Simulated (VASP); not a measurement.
Ti4HBr: single point with PBE

Ti4HBr:

```
Ti H Br
1.0
     3.71268    0.00000    0.00000
     0.00000    3.71268    0.00000
     0.00000    0.00000    7.20864
Ti H Br
4 1 1
Direct
  0.50000 0.00000 0.68223
  0.00000 0.50000 0.31777
  0.50000 0.00000 0.31777
  0.00000 0.50000 0.68223
  0.50000 0.50000 0.50000
  0.00000 0.00000 0.00000
```

```yaml
Program: VASP 6.6.1
Task: single point
Functional: PBE
Potentials_or_basis: VASP PAW PBE potentials, release 64 (Ti_sv, H, Br)
Cutoff: 520 eV
k_mesh: 6 × 6 × 4
Occupations: gaussian, width 0.1 eV
Spin: no spin polarisation
```

The pressure is 0.2 GPa. The largest force is 0.026 eV/Å and the band gap on the k mesh is zero (band 28 reaches 7.82 eV, above the bottom of band 29 at 6.35 eV).

Forces on the atoms (eV/Å):
```
Ti   0.000  0.000  0.026
Ti   0.000  0.000 -0.026
Ti   0.000  0.000 -0.026
Ti   0.000  0.000  0.026
H    0.000  0.000  0.000
Br   0.000  0.000  0.000
```

Stress tensor (GPa, compression positive):
```
0.14 0.00 0.00
0.00 0.14 0.00
0.00 0.00 0.25
```

Levels at points of the mesh, in eV from the Fermi level:
```csv
k point,band 27,band 28,band 29,band 30,band 31,band 32
"(0.00, 0.00, 0.00)",-0.95,-0.48,-0.48,0.22,0.39,0.74
"(0.50, 0.00, 0.00)",0.39,0.50,0.53,0.81,0.82,0.86
"(0.50, 0.50, 0.00)",-0.70,-0.16,0.16,0.16,1.34,1.99
"(0.00, 0.00, 0.50)",-0.99,-0.99,-0.97,0.80,0.86,1.64
"(0.50, 0.00, 0.50)",-0.09,0.12,0.34,0.68,0.92,0.95
"(0.50, 0.50, 0.50)",-0.50,-0.15,-0.15,-0.05,0.38,1.94
```

It took 97 s on 1 thread of Oxide Virtual Turin-like Processor, with other jobs on the host, peak memory 0.22 GiB.
